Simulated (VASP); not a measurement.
# CoC (zincblende type) (F-43m) in VASP: notebook

The runs below take CoC (zincblende type) through single point, relaxation of cell and atoms, with PBEsol.

All numbers are computed with VASP 6.6.1; they aren't measurements. Logs are shortened: lines on timing, memory, paths and dates and some standing lists are left out, and cuts for length are marked.

## 1. The cell of the first run

It takes space group F-43m (No. 216, cubic). The conventional cell has a = 4.184 Å, b = 4.184 Å, c = 4.184 Å, α = 90.00°, β = 90.00°, γ = 90.00°. Co (site symmetry -43m) has 4 C at 1.81 Å within 2.4 Å. C (site symmetry -43m) has 4 Co at 1.81 Å within 2.4 Å.

## 2. Single point, PBEsol, collinear spin, ferromagnetic start

The input, INCAR:

```
ALGO = Normal ; EDIFF = 1E-6
ENCUT = 520 ; GGA = PS
ISIF = 2 ; ISMEAR = -1
ISPIN = 2 ; LASPH = True
LCHARG = False ; LMAXMIX = 4
LORBIT = 11 ; LREAL = False
LWAVE = False ; MAGMOM = 1.7 0
NBANDS = 18 ; NELM = 150
PREC = Accurate ; SIGMA = 0.05
```

The input, KPOINTS:

```
k-points
0
Gamma
  15 15 15
```

The input, POSCAR:

```
CoC
1.0
    0.0000000000      2.0921153963      2.0921153963
    2.0921153963      0.0000000000      2.0921153963
    2.0921153963      2.0921153963      0.0000000000
Co C
1 1
Direct
    0.0000000000      0.0000000000      0.0000000000
    0.2500000000      0.2500000000      0.2500000000
```

Potentials or basis: VASP PAW PBE potentials, release 64 (Co, C).

Launch:

```sh
$ cat potpaw_PBE.64/Co/POTCAR potpaw_PBE.64/C/POTCAR > POTCAR
$ mpirun -np 1 vasp_std > vasp.out
```

OUTCAR:

```text
EDIFF = 1E-6
   ENCUT = 520
   GGA = PS
   ISIF = 2
   ISMEAR = -1
   ISPIN = 2
   LASPH = True
   LORBIT = 11
   LREAL = False
   NELM = 150
   PREC = Accurate

 ion  position               nearest neighbor table
   1  0.000  0.000  0.000-   2 1.81   2 1.81   2 1.81   2 1.81
   2  0.250  0.250  0.250-   1 1.81   1 1.81   1 1.81   1 1.81

  LATTYP: Found a face centered cubic cell.
 ALAT       =     4.1842307926

  Lattice vectors:

 A1 = (   0.0000000000,   2.0921153963,   2.0921153963)
 A2 = (   2.0921153963,   0.0000000000,   2.0921153963)
 A3 = (   2.0921153963,   2.0921153963,   0.0000000000)

Analysis of symmetry for initial positions (statically):
=====================================================================
 Subroutine PRICEL returns:
 Original cell was already a primitive cell.

 Routine SETGRP: Setting up the symmetry group for a
 face centered cubic supercell.

 Subroutine GETGRP returns: Found 24 space group operations
 (whereof 24 operations were pure point group operations)
 out of a pool of 48 trial point group operations.

The static configuration has the point symmetry T_d .

Analysis of symmetry for dynamics (positions and initial velocities):
=====================================================================
 Subroutine PRICEL returns:
 Original cell was already a primitive cell.

 Routine SETGRP: Setting up the symmetry group for a
 face centered cubic supercell.

 Subroutine GETGRP returns: Found 24 space group operations
 (whereof 24 operations were pure point group operations)
 out of a pool of 48 trial point group operations.

The dynamic configuration has the point symmetry T_d .

Analysis of structural, dynamic, and magnetic symmetry:
=====================================================================
 Subroutine PRICEL returns:
 Original cell was already a primitive cell.

 Routine SETGRP: Setting up the symmetry group for a
 face centered cubic supercell.

 Subroutine GETGRP returns: Found 24 space group operations
 (whereof 24 operations were pure point group operations)
 out of a pool of 48 trial point group operations.

The overall configuration has the point symmetry T_d .

 Subroutine INISYM returns: Found 24 space group operations
 (whereof 24 operations are pure point group operations),
 and found     1 'primitive' translations

[... 110 lines left out ...]
   EFERMI_NEDOS =   21; number of points for ismear=-14 and -15
   IALGO  =     38    algorithm
   IMIX   =      4    mixing-type and parameters
     AMIX     =   0.40;   BMIX     =  1.00
     AMIX_MAG =   1.60;   BMIX_MAG =  1.00
  volume/ion in A,a.u.               =       9.16        61.80
  Fermi-wavevector in a.u.,A,eV,Ry     =   1.460361  2.759683 29.016534  2.132655
  Thomas-Fermi vector in A             =   2.576820
   LORBIT       =     11    0 simple, 1 ext, 2 COOP (PROOUT), +10 PAW based schemes
   GGA     = PS    functional components
   LHFCALC =     F    Hartree Fock is set to
   AEXX    =    0.0000 exact exchange contribution
   IVDW    =     0    specifies the selected vdW correction
   LEPSILON=     F    determine dielectric tensor
   LRPA    =     F    only Hartree local field effects (RPA)
 spin polarized calculation
  energy-cutoff  :      520.00
  volume of cell :       18.31
 maximum number of plane-waves:       531
 NGX is ok and might be reduce to    24
   NGX = 11   NGY = 11   NGZ = 11

 number of electron      12.9999995 magnetization      -0.0034367

 number of electron      12.9999995 magnetization       0.0002482

 Free energy of the ion-electron system (eV)
  ---------------------------------------------------
  ext. energy  EPLUGINS =         0.00000000
  ---------------------------------------------------
  free energy    TOTEN  =       -16.28214558 eV

  energy without entropy =      -16.27580485  energy(sigma->0) =      -16.27897522

 E-fermi :   8.5177     XC(G=0): -12.8291

 val. band max:        8.4933741809   @ k =  -0.3333   0.2000   0.0000
 cond. band min:       8.5320142845   @ k =  -0.4667   0.3333   0.1333
 fundamental gap:      0.0386401035
 Fermi energy:         8.5176728172

 spin component 1

 k-point     1 :       0.0000    0.0000    0.0000
  band No.  band energies     occupation
      1      -5.5814      1.00000
      2       3.4735      1.00000
      3       3.4735      1.00000
      4       3.4735      1.00000
      5       6.6603      1.00000
      6       6.6603      1.00000
[... 493 lines left out ...]
     17      35.4626      0.00000
     18      35.7274      0.00000

 [... further k-points ...]

 spin component 2

 k-point     1 :       0.0000    0.0000    0.0000
  band No.  band energies     occupation
      1      -5.5816      1.00000
      2       3.4736      1.00000
      3       3.4736      1.00000
      4       3.4736      1.00000
      5       6.6603      1.00000
      6       6.6603      1.00000
[... 493 lines left out ...]
     17      35.4626      0.00000
     18      35.7273      0.00000

 [... further k-points ...]
[... 5 lines left out ...]
  --------------------------------------------------------------------------------------
  -------------------------------------------------------------------------------------
  Total        0.7998025      0.7998025      0.7998025      0.0000000      0.0000000      0.0000000
  in kB       69.9691208     69.9691208     69.9691208      0.0000000      0.0000000      0.0000000
  external PRESSURE =      69.9691208 kB  Pullay stress =       0.0000000 kB

 VOLUME and BASIS-vectors are now :
 -----------------------------------------------------------------------------
  energy-cutoff  :      520.00
  volume of cell :       18.31
      direct lattice vectors                 reciprocal lattice vectors
     0.000000000  2.092115396  2.092115396    -0.238992553  0.238992553  0.238992553
     2.092115396  0.000000000  2.092115396     0.238992553 -0.238992553  0.238992553
     2.092115396  2.092115396  0.000000000     0.238992553  0.238992553 -0.238992553

 POSITION                                       TOTAL-FORCE (eV/Angst)
 -----------------------------------------------------------------------------------
      0.00000      0.00000      0.00000        -0.000000     -0.000000     -0.000000
      1.04606      1.04606      1.04606         0.000000      0.000000      0.000000
 -----------------------------------------------------------------------------------
    total drift:                               -0.000000     -0.000000     -0.000000

  FREE ENERGIE OF THE ION-ELECTRON SYSTEM (eV)
  ---------------------------------------------------
  free  energy   TOTEN  =       -16.2821455830 eV

  energy  without entropy=      -16.2758048535  energy(sigma->0) =      -16.27897522

 total charge

# of ion       s       p       d       tot
------------------------------------------
    1        0.607   0.711   7.560   8.878
    2        0.924   1.480   0.000   2.404
--------------------------------------------------
tot          1.531   2.191   7.560  11.282

 magnetization (x)

# of ion       s       p       d       tot
------------------------------------------
    1        0.000  -0.000   0.000   0.000
    2       -0.000  -0.000   0.000  -0.000
--------------------------------------------------
tot         -0.000  -0.000   0.000   0.000
```

stdout:

```text
POSCAR found type information on POSCAR CoC
 POSCAR found :  2 types and       2 ions
 scaLAPACK will be used
 -----------------------------------------------------------------------------
|                                                                             |
|                                                                             |
|     You enforced a specific xc type in the INCAR file but a different       |
|     I HOPE YOU KNOW WHAT YOU ARE DOING!                                     |
|                                                                             |
 -----------------------------------------------------------------------------

 LDA part: xc-table for (Slater+PW92), standard interpolation
 POSCAR, INCAR and KPOINTS ok, starting setup
 FFT: planning ... GRIDC
 FFT: planning ... GRID_SOFT
 FFT: planning ... GRID
 WAVECAR not read
 entering main loop
```

Run time: 51 s. Hardware: 1 thread of Intel Xeon Platinum 8488C (Sapphire Rapids), shared host; peak memory 0.19 GiB.

What came out:

- Free energy: -16.2821 eV
- Pressure: 7.0 GPa
- Net moment: 0.00 μB per cell
- Valence electrons inside the program's atomic spheres: Co 8.88; C 2.40

Caveat: the starting moments collapsed, and a magnetic state may lie lower; the PAW data sets were made with another functional, which shifts forces and pressure a little.

## 3. Single point, PBEsol, collinear spin, ferromagnetic start

The input, INCAR:

```
SYSTEM = CoC
PREC = Accurate ; ENCUT = 520
EDIFF = 1E-6 ; ISMEAR = -1
SIGMA = 0.05 ; LREAL = .FALSE.
LASPH = .TRUE. ; NELM = 150
ALGO = Normal ; ISIF = 2
LWAVE = .FALSE. ; LCHARG = .TRUE.
ISPIN = 2 ; MAGMOM = 1.7 0
LORBIT = 11 ; LMAXMIX = 4
GGA = PS ; LELF = .TRUE.
LVHAR = .TRUE. ; NBANDS = 18
```

The input, KPOINTS:

```
regular mesh
0
G
  15 15 15
  0 0 0
```

The input, POSCAR:

```
CoC
1.0
    0.0000000000      2.0921153964      2.0921153964
    2.0921153964      0.0000000000      2.0921153964
    2.0921153964      2.0921153964      0.0000000000
Co C
1 1
Direct
    0.0000000000      0.0000000000      0.0000000000
    0.2500000000      0.2500000000      0.2500000000
```

Potentials or basis: VASP PAW PBE potentials, release 64 (Co, C).

Launch:

```sh
$ cat potpaw_PBE.64/Co/POTCAR potpaw_PBE.64/C/POTCAR > POTCAR
$ mpirun -np 1 vasp_std > vasp.out
```

Wall time 62 s (1 thread of Intel Xeon Platinum 8488C (Sapphire Rapids), shared host); peak memory 0.19 GiB.

The run converged. Its results:

```yaml
Free_energy: -16.2821 eV
Pressure: 7.0 GPa
Net_moment: 0.00 μB per cell
Valence_electrons_inside_the_program's_atomic_spheres: Co 8.88; C 2.40
```

Levels at points of the mesh, in eV from the Fermi level:
Spin up:
```
           k point  band 4  band 5  band 6  band 7  band 8  band 9
(0.00, 0.00, 0.00)   -5.04   -1.86   -1.86    5.70    5.70    5.70
```
Spin down:
```csv
k point,band 3,band 4,band 5,band 6,band 7,band 8,band 9,band 10
"(0.00, 0.00, 0.00)",-5.04,-5.04,-1.86,-1.86,5.70,5.70,5.70,8.37
```

Caveat: the starting moments collapsed, and a magnetic state may lie lower; the PAW data sets were made with another functional, which shifts forces and pressure a little.

## 4. Relaxation of cell and atoms, PBEsol, collinear spin, ferromagnetic start, target pressure 6.5 GPa, at which the enthalpy is minimised

This run uses another cell than the first one, of 9.09 Å³/atom, 0.992 times its volume.

The input, INCAR:

```
SYSTEM = CoC
ALGO = Normal ; EDIFF = 1E-6
EDIFFG = -0.005 ; ENCUT = 600
GGA = PS ; IBRION = 2
ISIF = 3 ; ISMEAR = -1
ISPIN = 2 ; LASPH = .True.
LCHARG = .False. ; LMAXMIX = 4
LORBIT = 11 ; LREAL = .False.
LWAVE = .False. ; MAGMOM = 1.7 0
NELM = 150 ; NSW = 60
PREC = Accurate ; PSTRESS = 65.0
SIGMA = 0.05
```

The input, KPOINTS:

```
k-points
0
Gamma
  15 15 15
  0 0 0
```

The input, POSCAR:

```
CoC
1.0
    0.0000000000      2.0866745733      2.0866745733
    2.0866745733      0.0000000000      2.0866745733
    2.0866745733      2.0866745733      0.0000000000
Co C
1 1
Direct
    0.0000000000      0.0000000000      0.0000000000
    0.2500000000      0.2500000000      0.2500000000
```

Launch:

```sh
$ cat potpaw_PBE.64/Co/POTCAR potpaw_PBE.64/C/POTCAR > POTCAR
$ mpirun -np 1 vasp_std > vasp.out
```

Run time: 2.5 min. Hardware: 1 thread of AMD EPYC 7R13, shared host; peak memory 0.17 GiB.

The run converged. Its results:

```yaml
Free_energy: -16.2837 eV
Relaxed_volume: 9.17 Å³/atom
Relaxed_cell: a = 2.960 Å, b = 2.960 Å, c = 2.960 Å, α = 60.00°, β = 60.00°, γ = 60.00°
Space_group_after_relaxing_to_0.05_Å: F-43m (No. 216)
Energy_change_on_relaxing_the_enthalpy_is_what_falls: -3.9 meV/atom
Ionic_steps: 3
Pressure_after_relaxing: 6.5 GPa
Net_moment: 0.00 μB per cell
Valence_electrons_inside_the_program's_atomic_spheres: Co 8.87; C 2.40
```

Step by step:
| step | energy change (eV) | largest force (eV/Å) | pressure (GPa) | volume (Å³) |
| --- | --- | --- | --- | --- |
| 1 | 0.0000 | 0.0000 | 8.99 | 18.17 |
| 2 | -0.0143 | 0.0000 | 3.19 | 18.55 |
| 3 | -0.0079 | 0.0000 | 6.49 | 18.33 |

Final structure:
```
Co C
1.0
     0.00000    2.09289    2.09289
     2.09289    0.00000    2.09289
     2.09289    2.09289    0.00000
Co C
1 1
Direct
  0.00000 0.00000 0.00000
  0.25000 0.25000 0.25000
```

Levels at points of the mesh, in eV from the Fermi level:
Spin up:
```csv
k point,band 3,band 4,band 5,band 6,band 7,band 8,band 9,band 10
"(0.00, 0.00, 0.00)",-5.04,-5.04,-1.85,-1.85,5.69,5.69,5.69,8.36
```
Spin down:
| k point | band 3 | band 4 | band 5 | band 6 | band 7 | band 8 | band 9 | band 10 |
| --- | --- | --- | --- | --- | --- | --- | --- | --- |
| (0.00, 0.00, 0.00) | -5.04 | -5.04 | -1.85 | -1.85 | 5.69 | 5.69 | 5.69 | 8.36 |

Caveat: the starting moments collapsed, and a magnetic state may lie lower; the cell is relaxed towards a set pressure, so the enthalpy falls and the energy may rise; the PAW data sets were made with another functional, which shifts forces and pressure a little.
